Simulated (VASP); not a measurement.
Wanted: the native input for a VASP 6.6.1 run.

```
Task                   : single point
Functional             : r2SCAN
Potentials or basis    : VASP PAW PBE potentials, release 64 (W_sv, S)
Cutoff                 : 520 eV
k mesh                 : 12 × 12 × 2
Occupations            : gaussian, width 0.02 eV
Spin                   : no spin polarisation
Dipole correction      : no
Further INCAR settings : ALGO = Normal; EDIFF = 1e-06; NBANDS = 35
```

WS2, a slab with vacuum:

```xyz
6
Lattice="3.1814 0.0000 0.0000 -1.5907 2.7552 0.0000 0.0000 0.0000 23.6881" Properties=species:S:1:pos:R:3 pbc="T T T"
W     0.0000    1.8368   15.1117
W     1.5907    0.9184    8.5765
S     0.0000    1.8368    7.0174
S     1.5907    0.9184   13.5521
S     0.0000    1.8368   10.1361
S     1.5907    0.9184   16.6707
```

These files were run (other wordings do the same):

POSCAR

```
WS2
1.0
    3.1814118308      0.0000000000      0.0000000000
   -1.5907059154      2.7551834654      0.0000000000
    0.0000000000      0.0000000000     23.6881441225
W S
2 4
Direct
    0.3333333333      0.6666666667      0.6379431907
    0.6666666667      0.3333333333      0.3620568093
    0.3333333333      0.6666666667      0.2962428036
    0.6666666667      0.3333333333      0.5721035129
    0.3333333333      0.6666666667      0.4278964871
    0.6666666667      0.3333333333      0.7037571964
```

INCAR.step1

```
PREC = Accurate
ENCUT = 520
ISMEAR = 0
SIGMA = 0.02
LREAL = False
LASPH = True
NELM = 80
NBANDS = 35
GGA = PE
ALGO = Normal
EDIFF = 1E-4
LWAVE = True
LCHARG = False
```

INCAR.step2

```
PREC = Accurate
ENCUT = 520
EDIFF = 1E-6
ISMEAR = 0
SIGMA = 0.02
LREAL = False
LASPH = True
NELM = 80
ALGO = Normal
ISIF = 2
LWAVE = False
LCHARG = False
METAGGA = R2SCAN
LMIXTAU = True
NBANDS = 35
ISTART = 1
```

KPOINTS

```
regular mesh
0
Gamma
  12 12 2
```

Potentials or basis: VASP PAW PBE potentials, release 64 (W_sv, S).

Command:

```sh
$ cat potpaw_PBE.64/W_sv/POTCAR potpaw_PBE.64/S/POTCAR > POTCAR
$ cp INCAR.step1 INCAR
$ mpirun -np 1 vasp_std > vasp.out
$ cp INCAR.step2 INCAR
$ mpirun -np 1 vasp_std > vasp.out
```

It gave:

| Item | Value |
| --- | --- |
| Largest force | 0.021 eV/Å |
| Band gap on the k mesh | 1.60 eV, indirect (least direct gap 1.90 eV) |

Caveat: the PAW data sets were made with another functional, which shifts forces and pressure a little; spin-orbit coupling is left out, which moves the levels of the heavy elements.

It took 20 min on 1 thread of Intel(R) Xeon(R) Platinum 8259CL CPU @ 2.50GHz (Skylake/Cascade Lake), on a shared host, peak memory 0.5 GiB.
